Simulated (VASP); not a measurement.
# SiC (pbesol) (Fm-3m) in VASP: further runs

Runs on SiC (pbesol). Level: PBEsol. Tasks: relaxation of cell and atoms, single point.

Program: VASP 6.6.1. These are calculated values, not measurements. Logs are shortened: lines on timing, memory, paths and dates and some standing lists are left out, and cuts for length are marked.

### 1 The cell of the first run

Symmetry: Fm-3m, No. 225, cubic system. Conventional cell: a = 3.688 Å, b = 3.688 Å, c = 3.688 Å, α = 90.00°, β = 90.00°, γ = 90.00°. C (site symmetry m-3m) has 6 Si at 1.84 Å within 2.4 Å. Si (site symmetry m-3m) has 6 C at 1.84 Å within 2.4 Å.

### 2 Relaxation of cell and atoms, PBEsol, target pressure 125 GPa, at which the enthalpy is minimised

File INCAR:

```
SYSTEM = SiC
PREC = Accurate
ENCUT = 600
EDIFF = 1E-7
ISMEAR = 0
SIGMA = 0.02
LREAL = .False.
LASPH = .True.
NELM = 120
ALGO = Normal
ISIF = 3
LWAVE = .False.
LCHARG = .False.
GGA = PS
IBRION = 2
NSW = 100
EDIFFG = -0.002
PSTRESS = 1250.0
GGA_COMPAT = .False.
NELMIN = 4
```

File KPOINTS:

```
Automatic mesh
0
Gamma
  12 12 12
  0 0 0
```

File POSCAR:

```
SiC
1.0
    0.0000000000      1.8437783423      1.8437783423
    1.8437783423      0.0000000000      1.8437783423
    1.8437783423      1.8437783423      0.0000000000
C Si
1 1
Direct
    0.0000000000      0.0000000000      0.0000000000
    0.5000000000      0.5000000000      0.5000000000
```

Potentials or basis: VASP PAW PBE potentials, release 64 (C, Si).

On the command line:

```bash
$ cat potpaw_PBE.64/C/POTCAR potpaw_PBE.64/Si/POTCAR > POTCAR
$ mpirun -np 1 vasp_std > vasp.out
```

OUTCAR:

```text
SYSTEM = SiC
   PREC = Accurate
   ENCUT = 600
   EDIFF = 1E-7
   ISMEAR = 0
   LREAL = .False.
   LASPH = .True.
   NELM = 120
   ISIF = 3
   GGA = PS
   IBRION = 2
   NSW = 100
   EDIFFG = -0.002
   PSTRESS = 1250.0
   NELMIN = 4

 ion  position               nearest neighbor table
   1  0.000  0.000  0.000-   2 1.84   2 1.84   2 1.84   2 1.84   2 1.84   2 1.84
   2  0.500  0.500  0.500-   1 1.84   1 1.84   1 1.84   1 1.84   1 1.84   1 1.84

  LATTYP: Found a face centered cubic cell.
 ALAT       =     3.6875566846

  Lattice vectors:

 A1 = (   0.0000000000,   1.8437783423,   1.8437783423)
 A2 = (   1.8437783423,   0.0000000000,   1.8437783423)
 A3 = (   1.8437783423,   1.8437783423,   0.0000000000)

Analysis of symmetry for initial positions (statically):
=====================================================================
 Subroutine PRICEL returns:
 Original cell was already a primitive cell.

 Routine SETGRP: Setting up the symmetry group for a
 face centered cubic supercell.

 Subroutine GETGRP returns: Found 48 space group operations
 (whereof 48 operations were pure point group operations)
 out of a pool of 48 trial point group operations.

The static configuration has the point symmetry O_h .

Analysis of symmetry for dynamics (positions and initial velocities):
=====================================================================
 Subroutine PRICEL returns:
 Original cell was already a primitive cell.

 Routine SETGRP: Setting up the symmetry group for a
 face centered cubic supercell.

 Subroutine GETGRP returns: Found 48 space group operations
 (whereof 48 operations were pure point group operations)
 out of a pool of 48 trial point group operations.

The dynamic configuration has the point symmetry O_h .

 Subroutine INISYM returns: Found 48 space group operations
 (whereof 48 operations are pure point group operations),
 and found     1 'primitive' translations

----------------------------------------------------------------------------------------

                                     Primitive cell

  volume of cell :      12.5359

  direct lattice vectors                    reciprocal lattice vectors
     0.000000000  1.843778342  1.843778342    -0.271182272  0.271182272  0.271182272
     1.843778342  0.000000000  1.843778342     0.271182272 -0.271182272  0.271182272
     1.843778342  1.843778342  0.000000000     0.271182272  0.271182272 -0.271182272

  length of vectors
     2.607496338  2.607496338  2.607496338     0.469701473  0.469701473  0.469701473

  position of ions in fractional coordinates (direct lattice)
     0.000000000  0.000000000  0.000000000
     0.500000000  0.500000000  0.500000000

  ion indices of the primitive-cell ions
   primitive index   ion index
                 1           1
                 2           2

----------------------------------------------------------------------------------------

 KPOINTS: Automatic mesh

Automatic generation of k-mesh.
 Grid dimensions read from file:
 generate k-points for:   12   12   12

 Generating k-lattice:

  Cartesian coordinates                     Fractional coordinates (reciprocal lattice)
    -0.022598523  0.022598523  0.022598523     0.083333333  0.000000000  0.000000000
     0.022598523 -0.022598523  0.022598523     0.000000000  0.083333333  0.000000000
     0.022598523  0.022598523 -0.022598523     0.000000000  0.000000000  0.083333333

  Length of vectors
     0.039141789  0.039141789  0.039141789

  Shift w.r.t. Gamma in fractional coordinates (k-lattice)
     0.000000000  0.000000000  0.000000000

 Subroutine IBZKPT returns following result:
 ===========================================

 Found     72 irreducible k-points:

 Following reciprocal coordinates:
            Coordinates               Weight
  0.000000  0.000000  0.000000      1.000000
  0.083333  0.000000  0.000000      8.000000
  0.166667  0.000000  0.000000      8.000000
  0.250000  0.000000  0.000000      8.000000
  0.333333  0.000000  0.000000      8.000000
  0.416667  0.000000  0.000000      8.000000
[... 16 lines left out ...]
  0.500000  0.166667  0.000000     24.000000
 -0.416667  0.166667  0.000000     24.000000
 [... further k-points ...]
   k-points           NKPTS =     72   k-points in BZ     NKDIM =     72   number of bands    NBANDS=      8
   number of dos      NEDOS =    301   number of ions     NIONS =      2
   total plane-waves  NPLWV =  13824
   dimension x,y,z NGX =    24 NGY =   24 NGZ =   24
   dimension x,y,z NGXF=    48 NGYF=   48 NGZF=   48
   ions per type =               1   1
   NGX,Y,Z   is equivalent  to a cutoff of  15.30, 15.30, 15.30 a.u.
   NGXF,Y,Z  is equivalent  to a cutoff of  30.60, 30.60, 30.60 a.u.
 SYSTEM =  SiC
   PREC   = accura    normal or accurate (medium, high low for compatibility)
   ISTART =      0    job   : 0-new  1-cont  2-samecut
   ICHARG =      2    charge: 1-file 2-atom 10-const
   ISPIN  =      1    spin polarized calculation?
   LNONCOLLINEAR =      F non collinear calculations
   LSORBIT =      F    spin-orbit coupling
   LASPH  =      T    aspherical Exc in radial PAW
   ENCUT  =  600.0 eV  44.10 Ry    6.64 a.u.   5.21  5.21  5.21*2*pi/ulx,y,z
   NELM   =    120;   NELMIN=  4; NELMDL= -5     # of ELM steps
   EDIFF  = 0.1E-06   stopping-criterion for ELM
   LREAL  =      F    real-space projection
   EDIFFG = -.2E-02   stopping-criterion for IOM
   NSW    =    100    number of steps for IOM
   IBRION =      2    ionic relax: 0-MD 1-quasi-New 2-CG
   NFREE  =      1    steps in history (QN), initial steepest desc. (CG)
   ISIF   =      3    stress and relaxation
   ISYM   =      2    0-nonsym 1-usesym 2-fastsym
   POTIM  = 0.5000    time-step for ionic-motion
   TEBEG  =    0.0;   TEEND  =   0.0 temperature during run
   PSTRESS= 1250.0 pullay stress
   NELECT =       8.0000    total number of electrons
   NUPDOWN=      -1.0000    fix difference up-down
   EMIN   =  10.00;   EMAX   =-10.00  energy-range for DOS
   EFERMI =   0.00;   METHOD = LEGACY
   ISMEAR =     0;   SIGMA  =   0.02  broadening in eV -4-tet -1-fermi 0-gaus
   EFERMI_NEDOS =   21; number of points for ismear=-14 and -15
   IALGO  =     38    algorithm
   IMIX   =      4    mixing-type and parameters
     AMIX     =   0.40;   BMIX     =  1.00
     AMIX_MAG =   1.60;   BMIX_MAG =  1.00
  volume/ion in A,a.u.               =       6.27        42.30
  Fermi-wavevector in a.u.,A,eV,Ry     =   1.409460  2.663493 27.029031  1.986578
  Thomas-Fermi vector in A             =   2.531514
   LORBIT       =      0    0 simple, 1 ext, 2 COOP (PROOUT), +10 PAW based schemes
   GGA     = PS    functional components
   LHFCALC =     F    Hartree Fock is set to
   AEXX    =    0.0000 exact exchange contribution
   IVDW    =     0    specifies the selected vdW correction
   LEPSILON=     F    determine dielectric tensor
   LRPA    =     F    only Hartree local field effects (RPA)
 conjugate gradient relaxation of ions
 non-spin polarized calculation
 Gauss-broadening in eV      SIGMA  =   0.02
  energy-cutoff  :      600.00
  volume of cell :       12.54
 maximum number of plane-waves:       444
 NGX is ok and might be reduce to    24
   NGX = 11   NGY = 11   NGZ = 11

--------------------------------------- Ionic step        1  -------------------------------------------

 number of electron       8.0000000 magnetization

 Free energy of the ion-electron system (eV)
  ---------------------------------------------------
  ext. energy  EPLUGINS =         0.00000000
  ---------------------------------------------------
  free energy    TOTEN  =       -13.39262782 eV

  energy without entropy =      -13.39262782  energy(sigma->0) =      -13.39262782

------------------------ aborting loop because EDIFF is reached ----------------------------------------

  FORCE on cell =-STRESS in cart. coord.  units (eV):
  Direction    XX          YY          ZZ          XY          YZ          ZX
  --------------------------------------------------------------------------------------
  -------------------------------------------------------------------------------------
  Total        9.8309028      9.8309028      9.8309028     -0.0000000     -0.0000000      0.0000000
  in kB     1256.4576730   1256.4576730   1256.4576730     -0.0000000     -0.0000000      0.0000000
  external PRESSURE =       6.4576730 kB  Pullay stress =    1250.0000000 kB

 VOLUME and BASIS-vectors are now :
 -----------------------------------------------------------------------------
  energy-cutoff  :      600.00
  volume of cell :       12.54
      direct lattice vectors                 reciprocal lattice vectors
     0.000000000  1.843778342  1.843778342    -0.271182272  0.271182272  0.271182272
     1.843778342  0.000000000  1.843778342     0.271182272 -0.271182272  0.271182272
     1.843778342  1.843778342  0.000000000     0.271182272  0.271182272 -0.271182272
[... 46 lines left out ...]
  FREE ENERGIE OF THE ION-ELECTRON SYSTEM (eV)
  ---------------------------------------------------
  free  energy   TOTEN  =       -13.4282383894 eV

  energy  without entropy=      -13.4282383894  energy(sigma->0) =      -13.42823839

  enthalpy is  TOTEN    =        -3.6120585518 eV   P V=        9.8161798376

--------------------------------------- Ionic step        3  -------------------------------------------

 number of electron       8.0000000 magnetization

 Free energy of the ion-electron system (eV)
  ---------------------------------------------------
  ext. energy  EPLUGINS =         0.00000000
  ---------------------------------------------------
  free energy    TOTEN  =       -13.40128069 eV

  energy without entropy =      -13.40128069  energy(sigma->0) =      -13.40128069

 E-fermi :  17.3141     XC(G=0): -14.0860

 val. band max:       17.1556112017   @ k =   0.0000   0.0000   0.0000
 cond. band min:      18.1068203641   @ k =   0.5000   0.5000   0.0000
 fundamental gap:      0.9512091624
 Fermi energy:        17.3141022149

 k-point     1 :       0.0000    0.0000    0.0000
  band No.  band energies     occupation
      1      -4.8965      2.00000
      2      17.1556      2.00000
      3      17.1556      2.00000
      4      17.1556      2.00000
      5      26.0540      0.00000
      6      26.0540      0.00000
      7      26.0540      0.00000
      8      30.3363      0.00000

 k-point     2 :       0.0833    0.0000    0.0000
  band No.  band energies     occupation
      1      -4.6936      2.00000
      2      16.0665      2.00000
      3      16.9614      2.00000
      4      16.9614      2.00000
      5      25.8028      0.00000
      6      26.4694      0.00000
      7      26.4694      0.00000
      8      30.5667      0.00000
[... 221 lines left out ...]
 k-point    23 :       0.5000    0.1667    0.0000
  band No.  band energies     occupation
      1       1.2931      2.00000
      2       4.7671      2.00000
      3      12.4909      2.00000
      4      13.9273      2.00000
      5      21.4898      0.00000
      6      26.4488      0.00000
      7      27.0240      0.00000
      8      31.3661      0.00000

 k-point    24 :      -0.4167    0.1667    0.0000
  band No.  band energies     occupation
      1       1.8431      2.00000
      2       4.1163      2.00000
      3      11.9416      2.00000
      4      14.3509      2.00000
      5      21.9742      0.00000
      6      25.7620      0.00000
      7      27.3201      0.00000
      8      32.8417      0.00000

 [... further k-points ...]

------------------------ aborting loop because EDIFF is reached ----------------------------------------

  FORCE on cell =-STRESS in cart. coord.  units (eV):
  Direction    XX          YY          ZZ          XY          YZ          ZX
  --------------------------------------------------------------------------------------
  -------------------------------------------------------------------------------------
  Total        9.7899420      9.7899420      9.7899420      0.0000000      0.0000000      0.0000000
  in kB     1250.1193690   1250.1193690   1250.1193690      0.0000000      0.0000000      0.0000000
  external PRESSURE =       0.1193690 kB  Pullay stress =    1250.0000000 kB

 VOLUME and BASIS-vectors are now :
 -----------------------------------------------------------------------------
  energy-cutoff  :      600.00
  volume of cell :       12.55
      direct lattice vectors                 reciprocal lattice vectors
    -0.000000000  1.844320556  1.844320556    -0.271102547  0.271102547  0.271102547
     1.844320556 -0.000000000  1.844320556     0.271102547 -0.271102547  0.271102547
     1.844320556  1.844320556 -0.000000000     0.271102547  0.271102547 -0.271102547

 POSITION                                       TOTAL-FORCE (eV/Angst)
 -----------------------------------------------------------------------------------
     -0.00000      0.00000      0.00000        -0.000000     -0.000000     -0.000000
      1.84432      1.84432      1.84432         0.000000      0.000000      0.000000
 -----------------------------------------------------------------------------------
    total drift:                                0.000000     -0.000000     -0.000000

  FREE ENERGIE OF THE ION-ELECTRON SYSTEM (eV)
  ---------------------------------------------------
  free  energy   TOTEN  =       -13.4012806862 eV

  energy  without entropy=      -13.4012806862  energy(sigma->0) =      -13.40128069

  enthalpy is  TOTEN    =        -3.6122735186 eV   P V=        9.7890071676

 reached required accuracy - stopping structural energy minimisation
```

Run time: 12 s. Hardware: 1 thread of Intel Xeon 6975P-C, shared host; peak memory 0.13 GiB.

Results:

| Item | Value |
| --- | --- |
| Free energy | -13.4013 eV |
| Relaxed volume | 6.27 Å³/atom |
| Relaxed cell | a = 2.608 Å, b = 2.608 Å, c = 2.608 Å, α = 60.00°, β = 60.00°, γ = 60.00° |
| Space group after relaxing (to 0.05 Å) | Fm-3m (No. 225) |
| Energy change on relaxing (the enthalpy is what falls) | -4.3 meV/atom |
| Ionic steps | 3 |
| Pressure after relaxing | 125.0 GPa |
| Band gap on the k mesh | 0.95 eV, indirect (least direct gap 6.49 eV) |

Step by step:
```tsv
step	energy change (eV)	largest force (eV/Å)	pressure (GPa)	volume (Å³)
1	0.0000	0.0000	125.65	12.54
2	-0.0356	0.0000	123.04	12.58
3	-0.0087	0.0000	125.01	12.55
```

Final structure:
```
C Si
1.0
     0.00000    1.84432    1.84432
     1.84432    0.00000    1.84432
     1.84432    1.84432    0.00000
C Si
1 1
Direct
  0.00000 0.00000 0.00000
  0.50000 0.50000 0.50000
```

Levels at points of the mesh, in eV from the valence-band top:
```csv
k point,band 1,band 2,band 3,band 4,band 5,band 6,band 7,band 8
"(0.00, 0.00, 0.00)",-22.05,0.00,0.00,0.00,8.90,8.90,8.90,13.18
"(0.50, 0.00, 0.00)",-15.65,-14.07,-1.94,-1.94,6.65,6.65,7.70,12.79
"(0.50, 0.50, 0.00)",-13.04,-12.65,-5.54,-5.54,0.95,1.19,19.04,19.30
```

Caveat: the cell is relaxed towards a set pressure, so the enthalpy falls and the energy may rise; the PAW data sets were made with another functional, which shifts forces and pressure a little. A k mesh can miss the band edges.

(Part 1 of 2 ends here.)
